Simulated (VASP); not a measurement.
Set up this calculation in VASP 6.6.1, as the native input.

```
Task                               : single point
Functional                         : HSE06
Potentials or basis                : VASP PAW PBE potentials, release 64 (B, P)
Cutoff                             : 520 eV
k mesh                             : 4 × 4 × 4
Occupations                        : gaussian, width 0.01 eV
Spin                               : no spin polarisation
Dipole correction                  : no
Grid for exact exchange (PRECFOCK) : Normal
Further INCAR settings             : ALGO = Normal; EDIFF = 1e-06; NBANDS = 11
Screening parameter                : 0.2079 1/Å
```

Crystal: BP.

```
CELL_PARAMETERS angstrom
0.00000 2.26832 2.26832
2.26832 0.00000 2.26832
2.26832 2.26832 0.00000
ATOMIC_POSITIONS crystal
B 0.00000 0.00000 0.00000
P 0.25000 0.25000 0.25000
```

One way to write it, as run:

POSCAR

```
BP
1.0
    0.0000000000      2.2683156724      2.2683156724
    2.2683156724      0.0000000000      2.2683156724
    2.2683156724      2.2683156724      0.0000000000
B P
1 1
Direct
    0.0000000000      0.0000000000      0.0000000000
    0.2500000000      0.2500000000      0.2500000000
```

INCAR.step1

```
SYSTEM = BP
PREC     = Accurate       ! precision mode
ENCUT    = 520            ! plane-wave cutoff, eV
EDIFF    = 1E-5           ! SCF threshold, eV
ISMEAR   = 0              ! smearing method
SIGMA    = 0.01           ! smearing width, eV
LREAL    = .FALSE.        ! projectors in reciprocal space
LASPH    = .TRUE.         ! aspherical terms in the spheres
NELM     = 60             ! most SCF steps
ALGO     = Normal         ! electronic algorithm
ISIF     = 2              ! what is computed and relaxed
LWAVE    = .TRUE.         ! write WAVECAR
LCHARG   = .FALSE.        ! write CHGCAR
NBANDS   = 11             ! bands
GGA      = PE             ! functional
```

INCAR.step2

```
SYSTEM = BP
PREC     = Accurate       ! precision mode
ENCUT    = 520            ! plane-wave cutoff, eV
EDIFF    = 1E-6           ! SCF threshold, eV
ISMEAR   = 0              ! smearing method
SIGMA    = 0.01           ! smearing width, eV
LREAL    = .FALSE.        ! projectors in reciprocal space
LASPH    = .TRUE.         ! aspherical terms in the spheres
NELM     = 60             ! most SCF steps
ALGO     = Normal         ! electronic algorithm
ISIF     = 2              ! what is computed and relaxed
LWAVE    = .FALSE.        ! write WAVECAR
LCHARG   = .FALSE.        ! write CHGCAR
GGA      = PE             ! functional
LHFCALC  = .TRUE.         ! exact exchange
HFSCREEN = 0.2079         ! screening, 1/A
PRECFOCK = Normal       
NBANDS   = 11             ! bands
ISTART   = 1
```

KPOINTS

```
regular mesh
0
G
  4 4 4
  0 0 0
```

Potentials or basis: VASP PAW PBE potentials, release 64 (B, P).

The run is started by

```sh
$ cat potpaw_PBE.64/B/POTCAR potpaw_PBE.64/P/POTCAR > POTCAR
$ cp INCAR.step1 INCAR
$ mpirun -np 1 vasp_std > vasp.out
$ cp INCAR.step2 INCAR
$ mpirun -np 1 vasp_std > vasp.out
```

Results of the run:

- Pressure: -0.9 GPa
- Band gap on the k mesh: 2.09 eV, indirect (least direct gap 4.37 eV)

Caveat: the k points lie up to 0.60 Å⁻¹ apart; the PAW data sets were made with another functional, which shifts forces and pressure a little.

Run time: 87 s on 1 thread of AMD EPYC 7R13 Processor (Zen 3) (shared host), peak memory 0.2 GiB.
